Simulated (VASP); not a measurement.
# InSe (C2/m) in VASP: further runs

InSe is run at these levels: PBE; tasks: electric field gradients.

Program: VASP 6.6.1. These are calculated values, not measurements. Logs are shortened: lines on timing, memory, paths and dates and some standing lists are left out, and cuts for length are marked.

### Step 1. The cell of the first run

The structure is monoclinic, space group C2/m (No. 12). The conventional cell has a = 11.577 Å, b = 4.054 Å, c = 4.548 Å, α = 90.00°, β = 110.30°, γ = 90.00°. Within 3.5 Å of In (site symmetry m) lie 5 Se at 2.55 to 3.46 Å and 1 In at 2.70 Å. Within 3.5 Å of Se (site symmetry m) lie 5 In at 2.55 to 3.46 Å and 3 Se at 3.46 to 3.47 Å.

### Step 2. Electric field gradients, PBE (25.03 Å³/atom)

Contents of INCAR:

```
ALGO = Normal
EDIFF = 1E-8
ENCUT = 520
GGA = PE
ISIF = 2
ISMEAR = -1
LASPH = T
LCHARG = F
LEFG = T
LREAL = F
LWAVE = F
NBANDS = 27
NELM = 100
PREC = Accurate
SIGMA = 0.02
```

Contents of KPOINTS:

```
k-points
0
Gamma
  7 7 6
```

Contents of POSCAR:

```
InSe
1.0
    5.7885969728     -2.0272263251      0.0000000000
    5.7885969728      2.0272263251      0.0000000000
   -1.5777993207      0.0000000000      4.2652214539
In Se
2 2
Direct
    0.8840000000      0.8840000000      0.0050000000
    0.1160000000      0.1160000000      0.9950000000
    0.6600000000      0.6600000000      0.6420000000
    0.3400000000      0.3400000000      0.3580000000
```

Potentials or basis: VASP PAW PBE potentials, release 64 (In_d, Se).

The run is started by

```bash
$ cat potpaw_PBE.64/In_d/POTCAR potpaw_PBE.64/Se/POTCAR > POTCAR
$ mpirun -np 1 vasp_std > vasp.out
```

OUTCAR:

```text
EDIFF = 1E-8
   ENCUT = 520
   GGA = PE
   ISIF = 2
   ISMEAR = -1
   LASPH = T
   LREAL = F
   NELM = 100
   PREC = Accurate

 ion  position               nearest neighbor table
   1  0.884  0.884  0.005-   3 2.55   2 2.70   4 2.74   4 2.74   2 3.69   2 3.69
   2  0.116  0.116  0.995-   4 2.55   1 2.70   3 2.74   3 2.74   1 3.69   1 3.69
   3  0.660  0.660  0.642-   1 2.55   2 2.74   2 2.74
   4  0.340  0.340  0.358-   2 2.55   1 2.74   1 2.74

  LATTYP: Found a base centered monoclinic cell.
 ALAT       =    11.5771939456
 B/A-ratio  =     0.3502103074
 C/A-ratio  =     0.3928152938
 COS(beta)  =    -0.3469445484

  Lattice vectors:

 A1 = (   5.7885969728,  -2.0272263251,   0.0000000000)
 A2 = (   5.7885969728,   2.0272263251,   0.0000000000)
 A3 = (  -1.5777993207,   0.0000000000,   4.2652214539)

Analysis of symmetry for initial positions (statically):
=====================================================================
 Subroutine PRICEL returns:
 Original cell was already a primitive cell.

 Routine SETGRP: Setting up the symmetry group for a
 base centered monoclinic supercell.

 Subroutine GETGRP returns: Found  4 space group operations
 (whereof  4 operations were pure point group operations)
 out of a pool of  4 trial point group operations.

The static configuration has the point symmetry C_2h.

Analysis of symmetry for dynamics (positions and initial velocities):
=====================================================================
 Subroutine PRICEL returns:
 Original cell was already a primitive cell.

 Routine SETGRP: Setting up the symmetry group for a
 base centered monoclinic supercell.

 Subroutine GETGRP returns: Found  4 space group operations
 (whereof  4 operations were pure point group operations)
 out of a pool of  4 trial point group operations.

The dynamic configuration has the point symmetry C_2h.

 Subroutine INISYM returns: Found  4 space group operations
 (whereof  4 operations are pure point group operations),
 and found     1 'primitive' translations

----------------------------------------------------------------------------------------

                                     Primitive cell

  volume of cell :     100.1030

[... 137 lines left out ...]

  energy without entropy =      -13.77507521  energy(sigma->0) =      -13.77507521

 E-fermi :   5.7672     XC(G=0):  -9.7700

 val. band max:        5.3922671014   @ k =  -0.2857  -0.2857   0.3333
 cond. band min:       6.4319834564   @ k =   0.4286   0.4286   0.0000
 fundamental gap:      1.0397163550
 Fermi energy:         5.7672276444

 k-point     1 :       0.0000    0.0000    0.0000
  band No.  band energies     occupation
      1      -9.4434      2.00000
      2      -9.3834      2.00000
      3      -9.0494      2.00000
      4      -9.0332      2.00000
      5      -8.9851      2.00000
      6      -8.9795      2.00000
[... 709 lines left out ...]
     26      12.1389      0.00000
     27      13.1153      0.00000

 [... further k-points ...]

------------------------ aborting loop because EDIFF is reached ----------------------------------------

  FORCE on cell =-STRESS in cart. coord.  units (eV):
  Direction    XX          YY          ZZ          XY          YZ          ZX
  --------------------------------------------------------------------------------------
  -------------------------------------------------------------------------------------
  Total        5.7038167      2.3296584      2.9542689      0.0000000      0.0000000      1.8140136
  in kB       91.2912201     37.2868497     47.2839205      0.0000000      0.0000000     29.0338074
  external PRESSURE =      58.6206634 kB  Pullay stress =       0.0000000 kB

 VOLUME and BASIS-vectors are now :
 -----------------------------------------------------------------------------
  energy-cutoff  :      520.00
  volume of cell :      100.10
      direct lattice vectors                 reciprocal lattice vectors
     5.788596973 -2.027226325  0.000000000     0.086376717 -0.246642417  0.031952649
     5.788596973  2.027226325  0.000000000     0.086376717  0.246642417  0.031952649
    -1.577799321  0.000000000  4.265221454     0.000000000  0.000000000  0.234454415

 POSITION                                       TOTAL-FORCE (eV/Angst)
 -----------------------------------------------------------------------------------
     10.22635      0.00000      0.02133         0.062516      0.000000      0.561172
     -0.22696      0.00000      4.24390        -0.062516      0.000000     -0.561172
      6.62800      0.00000      2.73827        -0.895677      0.000000     -0.458726
      3.37139      0.00000      1.52695         0.895677      0.000000      0.458726
 -----------------------------------------------------------------------------------
    total drift:                               -0.000000     -0.000000      0.000000

  FREE ENERGIE OF THE ION-ELECTRON SYSTEM (eV)
  ---------------------------------------------------
  free  energy   TOTEN  =       -13.7750752112 eV

  energy  without entropy=      -13.7750752111  energy(sigma->0) =      -13.77507521

 Electric field gradients (V/A^2)
---------------------------------------------------------------------
 ion       V_xx      V_yy      V_zz      V_xy      V_xz      V_yz
---------------------------------------------------------------------
   1    -187.459   103.932    83.527     0.000   -47.113    -0.000
   2    -187.459   103.932    83.527    -0.000   -47.113     0.000
   3      67.179   -21.763   -45.416     0.000    15.909     0.000
   4      67.179   -21.763   -45.416    -0.000    15.909     0.000
---------------------------------------------------------------------

 Electric field gradients after diagonalization (V/A^2)
 (convention: |V_zz| > |V_xx| > |V_yy|)
----------------------------------------------------------------------
 ion       V_xx      V_yy      V_zz     asymmetry (V_yy - V_xx)/ V_zz
----------------------------------------------------------------------
   1     103.932    91.484  -195.416       0.064
   2     103.932    91.484  -195.416       0.064
   3     -47.621   -21.763    69.384       0.373
   4     -47.621   -21.763    69.384       0.373
----------------------------------------------------------------------

           NMR quadrupolar parameters

 Cq : quadrupolar parameter    Cq=e*Q*V_zz/h
 eta: asymmetry parameters     (V_yy - V_xx)/ V_zz
 Q  : nuclear electric quadrupole moment in mb (millibarn)
----------------------------------------------------------------------
 ion       Cq(MHz)       eta       Q (mb)
----------------------------------------------------------------------
   1      -0.473       0.064       1.000
   2      -0.473       0.064       1.000
   3       0.168       0.373       1.000
   4       0.168       0.373       1.000
----------------------------------------------------------------------
```

OSZICAR:

```text
N       E                     dE             d eps       ncg     rms          rms(c)
DAV:   1     0.339055976520E+03    0.33906E+03   -0.17760E+04  4755   0.164E+03
DAV:   2     0.259088792164E+02   -0.31315E+03   -0.30396E+03  4804   0.398E+02
DAV:   3    -0.125326080114E+02   -0.38441E+02   -0.37719E+02  5882   0.146E+02
DAV:   4    -0.142009546275E+02   -0.16683E+01   -0.16625E+01  5877   0.303E+01
DAV:   5    -0.142516022773E+02   -0.50648E-01   -0.50640E-01  6897   0.544E+00    0.690E+00
DAV:   6    -0.137985548066E+02    0.45305E+00   -0.83338E-01  6819   0.152E+01    0.415E+00
DAV:   7    -0.137758209292E+02    0.22734E-01   -0.37698E-01  7319   0.491E+00    0.119E+00
DAV:   8    -0.137743775538E+02    0.14434E-02   -0.46550E-02  7164   0.242E+00    0.612E-01
DAV:   9    -0.137750164916E+02   -0.63894E-03   -0.54132E-03  6625   0.736E-01    0.190E-01
DAV:  10    -0.137750415956E+02   -0.25104E-04   -0.47757E-04  6497   0.160E-01    0.116E-01
DAV:  11    -0.137750782987E+02   -0.36703E-04   -0.14873E-04  5946   0.120E-01    0.336E-02
DAV:  12    -0.137750749305E+02    0.33682E-05   -0.18571E-05  5285   0.315E-02    0.180E-02
DAV:  13    -0.137750751753E+02   -0.24487E-06   -0.34503E-06  6825   0.124E-02    0.995E-03
DAV:  14    -0.137750754102E+02   -0.23489E-06   -0.92719E-07  5763   0.982E-03    0.420E-03
DAV:  15    -0.137750752246E+02    0.18562E-06   -0.18396E-07  5551   0.388E-03    0.368E-04
DAV:  16    -0.137750752019E+02    0.22752E-07   -0.17449E-08  4875   0.862E-04    0.506E-04
DAV:  17    -0.137750752112E+02   -0.93323E-08   -0.11439E-09  2775   0.327E-04
   1 F= -.13775075E+02 E0= -.13775075E+02  d E =-.388537E-10
```

It took 2.5 min on 1 thread of Intel Xeon 6975P-C (Granite Rapids), shared host; peak memory 0.4 GiB.

What came out:

- Free energy: -13.7751 eV
- Pressure: 5.9 GPa
- Largest force: 1.006 eV/Å
- Band gap on the k mesh: 1.04 eV (least direct gap 1.40 eV)
- Largest electric field gradient by atom: In -195.4; Se +69.4 V/Å²

Forces on the atoms (eV/Å):
```
In   0.063  0.000  0.561
In  -0.063  0.000 -0.561
Se  -0.896  0.000 -0.459
Se   0.896  0.000  0.459
```

Electric field gradients, principal values (V/Å²):
```tsv
atom	least	middle	greatest (by size)
1 In	91.484	103.932	-195.416
2 In	91.484	103.932	-195.416
3 Se	-21.763	-47.621	69.384
4 Se	-21.763	-47.621	69.384
```

Caveat: the cell stands under pressure; without QUAD_EFG the Cq values of the log hold for a quadrupole moment of 1 mb, not for the nuclei; spin-orbit coupling is left out, which moves the levels of the heavy elements; an odd mesh through Γ misses points on the zone boundary, where band edges can lie; forces of over 1 eV/Å act on the atoms, so gaps and moduli don't describe the material at rest.

[end of part 1 of 2]
